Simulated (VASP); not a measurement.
# VO2 (P4_2/mnm) in VASP: notebook, part 2 of 2

VASP 6.6.1. Earlier steps stand in the parts before.

## Step 3: Single point, PBE, collinear spin, antiferromagnetic start

INCAR reads:

```
SYSTEM = VO2
  PREC = Accurate
  ENCUT = 600
  EDIFF = 1E-6
  ISMEAR = 0
  SIGMA = 0.05
  LREAL = .FALSE.
  LASPH = .TRUE.
  NELM = 200
  ALGO = Normal
  ISIF = 2
  LWAVE = .FALSE.
  LCHARG = .TRUE.
  ISPIN = 2
  MAGMOM = 0 0 0 0 2 -2
  LORBIT = 11
  LMAXMIX = 4
  GGA = PE
  LELF = .TRUE.
  LVHAR = .TRUE.
  NBANDS = 38
  GGA_COMPAT = .FALSE.
```

KPOINTS reads:

```
Automatic mesh
0
G
  4 4 7
  0 0 0
```

POSCAR reads:

```
VO2
1.0
    4.5170000000      0.0000000000      0.0000000000
    0.0000000000      4.5170000000      0.0000000000
    0.0000000000      0.0000000000      2.8720000000
O V
4 2
Direct
    0.3000000000      0.3000000000      0.0000000000
    0.2000000000      0.8000000000      0.5000000000
    0.7000000000      0.7000000000      0.0000000000
    0.8000000000      0.2000000000      0.5000000000
    0.0000000000      0.0000000000      0.0000000000
    0.5000000000      0.5000000000      0.5000000000
```

Potentials or basis: VASP PAW PBE potentials, release 64 (O, V_sv).

Started as:

```console
$ cat potpaw_PBE.64/O/POTCAR potpaw_PBE.64/V_sv/POTCAR > POTCAR
$ mpirun -np 1 vasp_std > vasp.out
```

OUTCAR:

```text
SYSTEM = VO2
   PREC = Accurate
   ENCUT = 600
   EDIFF = 1E-6
   ISMEAR = 0
   LREAL = .FALSE.
   LASPH = .TRUE.
   NELM = 200
   ISIF = 2
   ISPIN = 2
   LORBIT = 11
   GGA = PE

 ion  position               nearest neighbor table
   1  0.300  0.300  0.000-   5 1.92   6 1.92   6 1.92
   2  0.200  0.800  0.500-   6 1.92   5 1.92   5 1.92
   3  0.700  0.700  0.000-   5 1.92   6 1.92   6 1.92
   4  0.800  0.200  0.500-   6 1.92   5 1.92   5 1.92
   5  0.000  0.000  0.000-   1 1.92   3 1.92   2 1.92   4 1.92   2 1.92   4 1.92
   6  0.500  0.500  0.500-   2 1.92   4 1.92   3 1.92   1 1.92   1 1.92   3 1.92

  LATTYP: Found a simple tetragonal cell.
 ALAT       =     4.5170000000
 C/A-ratio  =     0.6358202347

  Lattice vectors:

 A1 = (   4.5170000000,   0.0000000000,   0.0000000000)
 A2 = (   0.0000000000,   4.5170000000,   0.0000000000)
 A3 = (   0.0000000000,   0.0000000000,   2.8720000000)

Analysis of symmetry for initial positions (statically):
=====================================================================
 Subroutine PRICEL returns:
[... 2136 lines left out ...]
  Total        2.2916203      2.2916203     -1.5464616      0.0000000      0.0000000      0.0000000
  in kB       62.6568604     62.6568604    -42.2829328      0.0000000      0.0000000      0.0000000
  external PRESSURE =      27.6769293 kB  Pullay stress =       0.0000000 kB

 VOLUME and BASIS-vectors are now :
 -----------------------------------------------------------------------------
  energy-cutoff  :      600.00
  volume of cell :       58.60
      direct lattice vectors                 reciprocal lattice vectors
     4.517000000  0.000000000  0.000000000     0.221385876  0.000000000  0.000000000
     0.000000000  4.517000000  0.000000000     0.000000000  0.221385876  0.000000000
     0.000000000  0.000000000  2.872000000     0.000000000  0.000000000  0.348189415

 POSITION                                       TOTAL-FORCE (eV/Angst)
 -----------------------------------------------------------------------------------
      1.35510      1.35510      0.00000         0.064157      0.064157     -0.000000
      0.90340      3.61360      1.43600        -0.064157      0.064157     -0.000000
      3.16190      3.16190      0.00000        -0.064157     -0.064157      0.000000
      3.61360      0.90340      1.43600         0.064157     -0.064157      0.000000
      0.00000      0.00000      0.00000         0.000000     -0.000000     -0.000000
      2.25850      2.25850      1.43600         0.000000     -0.000000     -0.000000
 -----------------------------------------------------------------------------------
    total drift:                                0.000000      0.000000      0.000000

  FREE ENERGIE OF THE ION-ELECTRON SYSTEM (eV)
  ---------------------------------------------------
  free  energy   TOTEN  =       -51.7373103814 eV

  energy  without entropy=      -51.7307450059  energy(sigma->0) =      -51.73402769

 total charge

# of ion       s       p       d       tot
------------------------------------------
    1        1.570   3.482   0.000   5.051
    2        1.570   3.482   0.000   5.051
    3        1.570   3.482   0.000   5.051
    4        1.570   3.482   0.000   5.051
    5        2.285   6.342   2.920  11.547
    6        2.285   6.342   2.920  11.547
--------------------------------------------------
tot         10.850  26.609   5.840  43.299

 magnetization (x)

# of ion       s       p       d       tot
------------------------------------------
    1        0.000  -0.001   0.000  -0.001
    2       -0.000   0.001   0.000   0.001
    3        0.000  -0.001   0.000  -0.001
    4       -0.000   0.001   0.000   0.001
    5        0.005   0.002   0.444   0.451
    6       -0.005  -0.002  -0.444  -0.451
--------------------------------------------------
tot          0.000   0.000   0.000   0.000
```

Wall time 1.9 min (1 thread of Oxide Virtual Turin-like, shared host); peak memory 0.22 GiB.

Results:

| Item | Value |
| --- | --- |
| Free energy | -51.7373 eV |
| Pressure | 2.8 GPa |
| Largest force | 0.091 eV/Å |
| Band gap on the k mesh | zero (filled and empty bands overlap) |
| Net moment | 0.00 μB per cell |
| Site moments | O -0.00, +0.00 (each value once); V +0.45, -0.45 μB |
| Valence electrons inside the program's atomic spheres | O 5.05; V 11.55 |

Forces on the atoms (eV/Å):
```
O    0.064  0.064  0.000
O   -0.064  0.064  0.000
O   -0.064 -0.064  0.000
O    0.064 -0.064  0.000
V    0.000  0.000  0.000
V    0.000  0.000  0.000
```

Stress tensor (GPa, compression positive):
```
 6.27  0.00  0.00
 0.00  6.27  0.00
 0.00  0.00 -4.23
```

Caveat: the stress differs along the axes, from -4 to 6 GPa; semilocal functionals often make such compounds metallic where correlation or magnetic order opens a gap, which also shifts bond lengths. With open d or f shells a metallic result of PBE can be an artefact of self-interaction; +U or a hybrid may open a gap.

## Step 4: Single point, PBE, collinear spin, antiferromagnetic start

INCAR reads:

```
  PREC = Accurate
  ENCUT = 600
  EDIFF = 1E-6
  ISMEAR = 0
  SIGMA = 0.05
  LREAL = F
  LASPH = T
  NELM = 200
  ALGO = Normal
  ISIF = 2
  LWAVE = F
  LCHARG = F
  ISPIN = 2
  MAGMOM = 0 0 0 0 0.8 -0.8
  LORBIT = 11
  LMAXMIX = 4
  GGA = PE
  NBANDS = 38
  GGA_COMPAT = F
```

KPOINTS reads:

```
regular mesh
0
Gamma
  4 4 7
```

POSCAR is that of step 3.

Started as:

```console
$ cat potpaw_PBE.64/O/POTCAR potpaw_PBE.64/V_sv/POTCAR > POTCAR
$ mpirun -np 1 vasp_std > vasp.out
```

Run time: 2.1 min. Hardware: 1 thread of Oxide Virtual Turin-like, shared host; peak memory 0.22 GiB.

Results (log left out):

| Item | Value |
| --- | --- |
| Free energy | -51.7373 eV |
| Pressure | 2.8 GPa |
| Largest force | 0.091 eV/Å |
| Band gap on the k mesh | zero (filled and empty bands overlap) |
| Net moment | 0.00 μB per cell |
| Site moments | O -0.00, +0.00 (each value once); V +0.45, -0.45 μB |
| Valence electrons inside the program's atomic spheres | O 5.05; V 11.55 |

Forces on the atoms (eV/Å):
```
O    0.064  0.064  0.000
O   -0.064  0.064  0.000
O   -0.064 -0.064  0.000
O    0.064 -0.064  0.000
V    0.000  0.000  0.000
V    0.000  0.000  0.000
```

Stress tensor (GPa, compression positive):
```
 6.29  0.00  0.00
 0.00  6.29  0.00
 0.00  0.00 -4.20
```

Levels at points of the mesh, in eV from the Fermi level:
Spin up:
| k point | band 21 | band 22 | band 23 | band 24 | band 25 | band 26 | band 27 | band 28 | band 29 | band 30 |
| --- | --- | --- | --- | --- | --- | --- | --- | --- | --- | --- |
| (0.00, 0.00, 0.00) | -2.32 | -2.12 | -2.10 | -1.58 | -0.76 | -0.19 | -0.14 | 0.04 | 0.26 | 2.13 |
| (0.50, 0.00, 0.00) | -3.47 | -3.41 | -2.38 | -2.37 | -0.21 | 0.43 | 0.49 | 0.90 | 1.13 | 1.48 |
| (0.50, 0.50, 0.00) | -3.02 | -3.01 | -2.94 | -2.91 | -0.84 | -0.21 | -0.17 | 0.28 | 1.50 | 1.82 |
Spin down:
```tsv
k point	band 22	band 23	band 24	band 25	band 26	band 27	band 28	band 29
(0.00, 0.00, 0.00)	-2.12	-2.10	-1.58	-0.76	-0.19	-0.14	0.04	0.26
(0.50, 0.00, 0.00)	-3.41	-2.38	-2.37	-0.21	0.43	0.49	0.90	1.13
(0.50, 0.50, 0.00)	-3.01	-2.94	-2.91	-0.84	-0.21	-0.17	0.28	1.50
```

Caveat: the stress differs along the axes, from -4 to 6 GPa; semilocal functionals often make such compounds metallic where correlation or magnetic order opens a gap, which also shifts bond lengths. With open d or f shells a metallic result of PBE can be an artefact of self-interaction; +U or a hybrid may open a gap.
